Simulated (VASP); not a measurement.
# HCl (Fm-3m) in VASP: single point with LDA

Aim: the single point of HCl with LDA.

Program: VASP 6.6.1. These are calculated values, not measurements. Logs are shortened: lines on timing, memory, paths and dates and some standing lists are left out, and cuts for length are marked.

## Step 1: The cell of the first run

It takes space group Fm-3m (No. 225, cubic). Conventional cell: a = 5.475 Å, b = 5.475 Å, c = 5.475 Å, α = 90.00°, β = 90.00°, γ = 90.00°. Within 3.6 Å of H (site symmetry m-3m) lie 6 Cl at 2.74 Å. Within 3.6 Å of Cl (site symmetry m-3m) lie 6 H at 2.74 Å.

## Step 2: Single point, LDA

Contents of INCAR:

```
  PREC = Accurate
  ENCUT = 500
  EDIFF = 1E-6
  ISMEAR = 0
  SIGMA = 0.1
  LREAL = False
  LASPH = True
  NELM = 120
  ALGO = Normal
  ISIF = 2
  LWAVE = False
  LCHARG = False
  NBANDS = 11
  GGA_COMPAT = False
```

Contents of KPOINTS:

```
Automatic mesh
0
Gamma
  6 6 6
```

Contents of POSCAR:

```
HCl
1.0
    0.0000000000      2.7375000000      2.7375000000
    2.7375000000      0.0000000000      2.7375000000
    2.7375000000      2.7375000000      0.0000000000
H Cl
1 1
Direct
    0.0000000000      0.0000000000      0.0000000000
    0.5000000000      0.5000000000      0.5000000000
```

Potentials or basis: VASP PAW LDA potentials, release 64 (H, Cl).

Launch:

```bash
> cat potpaw_LDA.64/H/POTCAR potpaw_LDA.64/Cl/POTCAR > POTCAR
> mpirun -np 1 vasp_std > vasp.out
```

OUTCAR:

```text
PREC = Accurate
   ENCUT = 500
   EDIFF = 1E-6
   ISMEAR = 0
   LREAL = False
   LASPH = True
   NELM = 120
   ISIF = 2

 ion  position               nearest neighbor table
   1  0.000  0.000  0.000-
   2  0.500  0.500  0.500-

  LATTYP: Found a face centered cubic cell.
 ALAT       =     5.4750000000

  Lattice vectors:

 A1 = (   0.0000000000,   2.7375000000,   2.7375000000)
 A2 = (   2.7375000000,   0.0000000000,   2.7375000000)
 A3 = (   2.7375000000,   2.7375000000,   0.0000000000)

Analysis of symmetry for initial positions (statically):
=====================================================================
 Subroutine PRICEL returns:
 Original cell was already a primitive cell.

 Routine SETGRP: Setting up the symmetry group for a
 face centered cubic supercell.

 Subroutine GETGRP returns: Found 48 space group operations
 (whereof 48 operations were pure point group operations)
 out of a pool of 48 trial point group operations.

The static configuration has the point symmetry O_h .

Analysis of symmetry for dynamics (positions and initial velocities):
=====================================================================
 Subroutine PRICEL returns:
 Original cell was already a primitive cell.

 Routine SETGRP: Setting up the symmetry group for a
 face centered cubic supercell.

 Subroutine GETGRP returns: Found 48 space group operations
 (whereof 48 operations were pure point group operations)
 out of a pool of 48 trial point group operations.

The dynamic configuration has the point symmetry O_h .

 Subroutine INISYM returns: Found 48 space group operations
 (whereof 48 operations are pure point group operations),
 and found     1 'primitive' translations

----------------------------------------------------------------------------------------

                                     Primitive cell

  volume of cell :      41.0291

  direct lattice vectors                    reciprocal lattice vectors
     0.000000000  2.737500000  2.737500000    -0.182648402  0.182648402  0.182648402
     2.737500000  0.000000000  2.737500000     0.182648402 -0.182648402  0.182648402
     2.737500000  2.737500000  0.000000000     0.182648402  0.182648402 -0.182648402

  length of vectors
     3.871409627  3.871409627  3.871409627     0.316356312  0.316356312  0.316356312

  position of ions in fractional coordinates (direct lattice)
     0.000000000  0.000000000  0.000000000
     0.500000000  0.500000000  0.500000000

  ion indices of the primitive-cell ions
   primitive index   ion index
                 1           1
                 2           2

----------------------------------------------------------------------------------------

 KPOINTS: Automatic mesh

Automatic generation of k-mesh.
 Grid dimensions read from file:
 generate k-points for:    6    6    6

 Generating k-lattice:

  Cartesian coordinates                     Fractional coordinates (reciprocal lattice)
    -0.030441400  0.030441400  0.030441400     0.166666667  0.000000000  0.000000000
     0.030441400 -0.030441400  0.030441400     0.000000000  0.166666667  0.000000000
     0.030441400  0.030441400 -0.030441400     0.000000000  0.000000000  0.166666667

  Length of vectors
     0.052726052  0.052726052  0.052726052

  Shift w.r.t. Gamma in fractional coordinates (k-lattice)
     0.000000000  0.000000000  0.000000000

 Subroutine IBZKPT returns following result:
 ===========================================

 Found     16 irreducible k-points:

 Following reciprocal coordinates:
            Coordinates               Weight
  0.000000  0.000000  0.000000      1.000000
  0.166667  0.000000  0.000000      8.000000
  0.333333  0.000000  0.000000      8.000000
  0.500000  0.000000  0.000000      4.000000
  0.166667  0.166667  0.000000      6.000000
  0.333333  0.166667  0.000000     24.000000
[... 8 lines left out ...]
 -0.333333  0.333333  0.166667     24.000000
 -0.333333  0.500000  0.166667     12.000000
   k-points           NKPTS =     16   k-points in BZ     NKDIM =     16   number of bands    NBANDS=     11
   number of dos      NEDOS =    301   number of ions     NIONS =      2
   total plane-waves  NPLWV =  21952
   dimension x,y,z NGX =    28 NGY =   28 NGZ =   28
   dimension x,y,z NGXF=    56 NGYF=   56 NGZF=   56
   ions per type =               1   1
   NGX,Y,Z   is equivalent  to a cutoff of  12.02, 12.02, 12.02 a.u.
   NGXF,Y,Z  is equivalent  to a cutoff of  24.05, 24.05, 24.05 a.u.
 SYSTEM =  unknown system
   PREC   = accura    normal or accurate (medium, high low for compatibility)
   ISTART =      0    job   : 0-new  1-cont  2-samecut
   ICHARG =      2    charge: 1-file 2-atom 10-const
   ISPIN  =      1    spin polarized calculation?
   LNONCOLLINEAR =      F non collinear calculations
   LSORBIT =      F    spin-orbit coupling
   LASPH  =      T    aspherical Exc in radial PAW
   ENCUT  =  500.0 eV  36.75 Ry    6.06 a.u.   7.06  7.06  7.06*2*pi/ulx,y,z
   NELM   =    120;   NELMIN=  2; NELMDL= -5     # of ELM steps
   EDIFF  = 0.1E-05   stopping-criterion for ELM
   LREAL  =      F    real-space projection
   EDIFFG = 0.1E-04   stopping-criterion for IOM
   NSW    =      0    number of steps for IOM
   IBRION =     -1    ionic relax: 0-MD 1-quasi-New 2-CG
   NFREE  =      0    steps in history (QN), initial steepest desc. (CG)
   ISIF   =      2    stress and relaxation
   ISYM   =      2    0-nonsym 1-usesym 2-fastsym
   POTIM  = 0.5000    time-step for ionic-motion
   TEBEG  =    0.0;   TEEND  =   0.0 temperature during run
   PSTRESS=    0.0 pullay stress
   NELECT =       8.0000    total number of electrons
   NUPDOWN=      -1.0000    fix difference up-down
   EMIN   =  10.00;   EMAX   =-10.00  energy-range for DOS
   EFERMI =   0.00;   METHOD = LEGACY
   ISMEAR =     0;   SIGMA  =   0.10  broadening in eV -4-tet -1-fermi 0-gaus
   EFERMI_NEDOS =   21; number of points for ismear=-14 and -15
   IALGO  =     38    algorithm
   IMIX   =      4    mixing-type and parameters
     AMIX     =   0.40;   BMIX     =  1.00
     AMIX_MAG =   1.60;   BMIX_MAG =  1.00
  volume/ion in A,a.u.               =      20.51       138.44
  Fermi-wavevector in a.u.,A,eV,Ry     =   0.949308  1.793933 12.261388  0.901187
  Thomas-Fermi vector in A             =   2.077579
   LORBIT       =      0    0 simple, 1 ext, 2 COOP (PROOUT), +10 PAW based schemes
   GGA     = CA    functional components
   LHFCALC =     F    Hartree Fock is set to
   AEXX    =    0.0000 exact exchange contribution
   IVDW    =     0    specifies the selected vdW correction
   LEPSILON=     F    determine dielectric tensor
   LRPA    =     F    only Hartree local field effects (RPA)
 non-spin polarized calculation
 Gauss-broadening in eV      SIGMA  =   0.10
  energy-cutoff  :      500.00
  volume of cell :       41.03
 maximum number of plane-waves:      1056
   NGX = 15   NGY = 15   NGZ = 15

 number of electron       8.0000002 magnetization

 Free energy of the ion-electron system (eV)
  ---------------------------------------------------
  ext. energy  EPLUGINS =         0.00000000
  ---------------------------------------------------
  free energy    TOTEN  =        -3.49337101 eV

  energy without entropy =       -3.48898985  energy(sigma->0) =       -3.49118043

 E-fermi :  -2.3699     XC(G=0):  -8.0586

 val. band max:       -2.4144419475   @ k =   0.0000   0.0000   0.0000
 cond. band min:      -1.5060220230   @ k =   0.3333   0.3333   0.0000
 fundamental gap:      0.9084199244
 Fermi energy:        -2.3699164031

 k-point     1 :       0.0000    0.0000    0.0000
  band No.  band energies     occupation
      1     -15.3614      2.00000
      2      -2.4714      1.84876
      3      -2.4144      1.47110
      4      -2.4144      1.47110
      5      -2.4144      1.47110
      6       8.9421      0.00000
      7      10.0637      0.00000
      8      10.0637      0.00000
      9      10.0637      0.00000
     10      12.4847      0.00000
     11      12.4847      0.00000

 k-point     2 :       0.1667    0.0000    0.0000
  band No.  band energies     occupation
      1     -15.2694      2.00000
      2      -3.8386      2.00000
      3      -2.4624      1.80913
      4      -2.4624      1.80913
      5      -1.1618      0.00000
      6       7.8471      0.00000
      7       9.7203      0.00000
      8      10.0542      0.00000
      9      10.0542      0.00000
     10      11.5237      0.00000
     11      11.5237      0.00000

 k-point     3 :       0.3333    0.0000    0.0000
  band No.  band energies     occupation
      1     -15.0743      2.00000
      2      -4.9534      2.00000
      3      -2.5539      1.99075
      4      -2.5539      1.99075
      5      -0.2788      0.00000
      6       6.0651      0.00000
      7       9.1029      0.00000
      8       9.1029      0.00000
      9      10.6274      0.00000
     10      12.8563      0.00000
     11      12.8563      0.00000

 k-point     4 :       0.5000    0.0000    0.0000
  band No.  band energies     occupation
      1     -14.9704      2.00000
      2      -5.3880      2.00000
      3      -2.5977      1.99872
      4      -2.5977      1.99872
      5       0.0475      0.00000
      6       5.3583      0.00000
      7       8.6774      0.00000
      8       8.6774      0.00000
      9      11.6514      0.00000
     10      14.5823      0.00000
     11      14.5823      0.00000

 k-point     5 :       0.1667    0.1667    0.0000
  band No.  band energies     occupation
      1     -15.2401      2.00000
      2      -3.8362      2.00000
      3      -2.5877      1.99793
      4      -2.5877      1.99793
      5      -1.1025      0.00000
      6       8.0202      0.00000
      7       8.7760      0.00000
      8      10.3534      0.00000
      9      10.3534      0.00000
     10      11.1175      0.00000
     11      12.8719      0.00000
[... 99 lines left out ...]
 k-point    13 :       0.5000    0.5000    0.0000
  band No.  band energies     occupation
      1     -14.8664      2.00000
      2      -4.1944      2.00000
      3      -3.0647      2.00000
      4      -3.0647      2.00000
      5      -2.4292      1.59818
      6       6.8839      0.00000
      7       9.5130      0.00000
      8      12.3801      0.00000
      9      12.3801      0.00000
     10      12.5605      0.00000
     11      14.5151      0.00000

 k-point    14 :       0.5000    0.3333    0.1667
  band No.  band energies     occupation
      1     -14.9530      2.00000
      2      -4.6769      2.00000
      3      -3.2048      2.00000
      4      -2.8801      2.00000
      5      -0.8034      0.00000
      6       7.3804      0.00000
      7       7.8135      0.00000
      8       9.7505      0.00000
      9      12.0755      0.00000
     10      12.6905      0.00000
     11      15.1505      0.00000

 k-point    15 :      -0.3333    0.3333    0.1667
  band No.  band energies     occupation
      1     -14.8866      2.00000
      2      -4.6679      2.00000
      3      -3.4413      2.00000
      4      -3.0877      2.00000
      5      -0.7733      0.00000
      6       7.1680      0.00000
      7       8.3575      0.00000
      8       9.5903      0.00000
      9      12.5255      0.00000
     10      13.0114      0.00000
     11      14.6807      0.00000

 k-point    16 :      -0.3333    0.5000    0.1667
  band No.  band energies     occupation
      1     -14.8601      2.00000
      2      -3.9480      2.00000
      3      -3.9003      2.00000
      4      -3.3889      2.00000
      5      -1.2438      0.00000
      6       7.5534      0.00000
      7       8.8449      0.00000
      8       9.5750      0.00000
      9      13.1119      0.00000
     10      13.2607      0.00000
     11      14.8420      0.00000

------------------------ aborting loop because EDIFF is reached ----------------------------------------

  FORCE on cell =-STRESS in cart. coord.  units (eV):
  Direction    XX          YY          ZZ          XY          YZ          ZX
  --------------------------------------------------------------------------------------
  -------------------------------------------------------------------------------------
  Total       -2.9240128     -2.9240128     -2.9240128      0.0000000      0.0000000     -0.0000000
  in kB     -114.1819532   -114.1819532   -114.1819532      0.0000000      0.0000000     -0.0000000
  external PRESSURE =    -114.1819532 kB  Pullay stress =       0.0000000 kB

 VOLUME and BASIS-vectors are now :
 -----------------------------------------------------------------------------
  energy-cutoff  :      500.00
  volume of cell :       41.03
      direct lattice vectors                 reciprocal lattice vectors
     0.000000000  2.737500000  2.737500000    -0.182648402  0.182648402  0.182648402
     2.737500000  0.000000000  2.737500000     0.182648402 -0.182648402  0.182648402
     2.737500000  2.737500000  0.000000000     0.182648402  0.182648402 -0.182648402

 POSITION                                       TOTAL-FORCE (eV/Angst)
 -----------------------------------------------------------------------------------
      0.00000      0.00000      0.00000        -0.000000     -0.000000     -0.000000
      2.73750      2.73750      2.73750         0.000000      0.000000      0.000000
 -----------------------------------------------------------------------------------
    total drift:                                0.000000      0.000000      0.000000

  FREE ENERGIE OF THE ION-ELECTRON SYSTEM (eV)
  ---------------------------------------------------
  free  energy   TOTEN  =        -3.4933710109 eV

  energy  without entropy=       -3.4889898528  energy(sigma->0) =       -3.49118043
```

It took 5.1 s on 1 thread of Intel Xeon Platinum 8488C (Sapphire Rapids), shared host; peak memory 0.13 GiB.

What came out:

| Quantity | Value |
| --- | --- |
| Free energy | -3.4934 eV |
| Pressure | -11.4 GPa |
| Band gap on the k mesh | zero (band 4 reaches -2.41 eV, above the bottom of band 5 at -2.43 eV) |

Levels at points of the mesh, in eV from the Fermi level:
```tsv
k point	band 2	band 3	band 4	band 5	band 6	band 7
(0.00, 0.00, 0.00)	-0.10	-0.04	-0.04	-0.04	11.31	12.43
(0.50, 0.00, 0.00)	-3.02	-0.23	-0.23	2.42	7.73	11.05
(0.50, 0.50, 0.00)	-1.82	-0.69	-0.69	-0.06	9.25	11.88
```
